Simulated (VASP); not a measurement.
Ni: single point with RPBE

Ni:

```xyz
2
Lattice="2.4727 0.0000 0.0000 -1.2364 2.1415 0.0000 0.0000 0.0000 4.0647" Properties=species:S:1:pos:R:3 pbc="T T T"
Ni    0.0000    1.4276    1.0162
Ni    1.2364    0.7138    3.0485
```

This cell differs from its parent crystal: volume scaled by 0.96.

```
Program             : VASP 6.6.1
Task                : single point
Functional          : RPBE
Potentials or basis : VASP PAW PBE potentials, release 64 (Ni)
Cutoff              : 520 eV
k mesh              : 16 × 16 × 9
Occupations         : fermi-dirac, width 0.1 eV
Spin                : no spin polarisation
```

```json
{
  "Pressure": "8.4 GPa",
  "Band gap on the k mesh": "zero (band 10 reaches 9.62 eV, above the bottom of band 11 at 9.13 eV)"
}
```

Stress tensor (GPa, compression positive):
```
8.39 0.00 0.00
0.00 8.39 0.00
0.00 0.00 8.31
```

Levels at points of the mesh, in eV from the Fermi level:
```csv
k point,band 6,band 7,band 8,band 9,band 10,band 11,band 12,band 13,band 14,band 15
"(0.00, 0.00, 0.00)",-1.56,-1.56,-1.14,-1.14,-0.27,-0.17,-0.17,6.04,22.77,24.97
"(0.50, 0.00, 0.00)",-1.85,-1.54,-0.04,0.01,0.08,1.58,3.44,9.60,10.17,12.67
```

Run time: 19 s on 1 thread of AMD EPYC 9R45 96-Core Processor (Zen 5) (shared host), peak memory 0.13 GiB.

Caveat: the PAW data sets were made with another functional, which shifts forces and pressure a little; the run has no spin polarisation, though such a crystal can be magnetic. Spin polarisation is off, so any magnetic state and its effect on volume and gap are missing.
